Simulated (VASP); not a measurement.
Crystal: FeSi.

```
Fe Si
1.0
     4.46700    0.00000    0.00000
     0.00000    4.46700    0.00000
     0.00000    0.00000    4.46700
Fe Si
4 4
Direct
  0.13400 0.13400 0.13400
  0.36600 0.86600 0.63400
  0.63400 0.36600 0.86600
  0.86600 0.63400 0.36600
  0.84450 0.84450 0.84450
  0.65550 0.15550 0.34450
  0.34450 0.65550 0.15550
  0.15550 0.34450 0.65550
```

- Program: VASP 6.6.1
- Task: relaxation of cell and atoms
- Functional: PBE
- Potentials or basis: VASP PAW PBE potentials, release 64 (Fe, Si)
- Cutoff: 600 eV
- k mesh: 8 × 8 × 8
- Occupations: gaussian, width 0.01 eV
- Spin: no spin polarisation

At the start: pressure -2.5 GPa; volume 11.14 Å³/atom.

Problem. Where does the relaxation end?

Solution. Over 8 steps the energy falls by 6.1 meV/atom and the volume is 11.00 Å³/atom (-1.3 %); space group P2_13 (No. 198, to 0.1 Å) before and after.

The path:
```tsv
step	energy change (eV)	largest force (eV/Å)	pressure (GPa)	volume (Å³)
1	0.0000	0.5425	-2.53	89.13
2	-0.0361	0.1375	3.22	86.89
3	-0.0402	0.1627	1.76	87.42
4	-0.0475	0.0727	-0.78	88.33
5	-0.0490	0.0183	-0.09	88.06
6	-0.0490	0.0210	-0.02	88.05
7	-0.0491	0.0131	0.04	88.02
8	-0.0491	0.0051	0.08	88.00
```

Final structure:
```
Fe Si
1.0
     4.44793    0.00000    0.00000
     0.00000    4.44793    0.00000
     0.00000    0.00000    4.44793
Fe Si
4 4
Direct
  0.13633 0.13633 0.13633
  0.36367 0.86367 0.63633
  0.63633 0.36367 0.86367
  0.86367 0.63633 0.36367
  0.84078 0.84078 0.84078
  0.65922 0.15922 0.34078
  0.34078 0.65922 0.15922
  0.15922 0.34078 0.65922
```
